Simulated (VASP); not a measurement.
Ti2CdOs2:

```xyz
5
Lattice="4.0513 0.0000 0.0000 0.0000 4.0513 0.0000 0.0000 0.0000 5.4955" Properties=species:S:1:pos:R:3 pbc="T T T"
Ti    0.0000    2.0257    2.7477
Ti    2.0257    0.0000    2.7477
Cd    0.0000    0.0000    0.0000
Os    2.0257    2.0257    1.3189
Os    2.0257    2.0257    4.1766
```

```yaml
Program: VASP 6.6.1
Task: relaxation of cell and atoms
Functional: PBE
Potentials_or_basis: VASP PAW PBE potentials, release 64 (Ti_sv, Cd, Os)
Cutoff: 600 eV
k_mesh: 4 × 4 × 4
Occupations: gaussian, width 0.1 eV
Spin: no spin polarisation
```

At the start: pressure 7.5 GPa; volume 18.04 Å³/atom.

Question: Where does the relaxation end?

Answer: Over 10 steps the energy falls by 68.7 meV/atom and the volume is 18.81 Å³/atom (+4.3 %); space group P4/mmm (No. 123, to 0.05 Å).

Step by step:
```
step  energy change (eV)  largest force (eV/Å)  pressure (GPa)  volume (Å³)
   1              0.0000                2.5554            7.47        90.20
   2             -0.0112                1.3169           -9.89       101.60
   3             -0.2860                0.5282           -2.90        95.67
   4             -0.3184                0.8378            1.45        92.94
   5             -0.3362                0.2292           -0.28        93.90
   6             -0.3405                0.0182            0.51        93.53
   7             -0.3406                0.0432            0.59        93.50
   8             -0.3434                0.0650           -0.04        94.07
   9             -0.3435                0.0697           -0.18        94.20
  10             -0.3437                0.0359            0.11        94.06
```

Final structure:
```
Ti Cd Os
1.0
     4.18421    0.00000    0.00000
     0.00000    4.18421    0.00000
     0.00000    0.00000    5.37242
Ti Cd Os
2 1 2
Direct
  0.00000 0.50000 0.50000
  0.50000 0.00000 0.50000
  0.00000 0.00000 0.00000
  0.50000 0.50000 0.22666
  0.50000 0.50000 0.77334
```

Caveat: the k points lie up to 0.38 Å⁻¹ apart in the final cell.
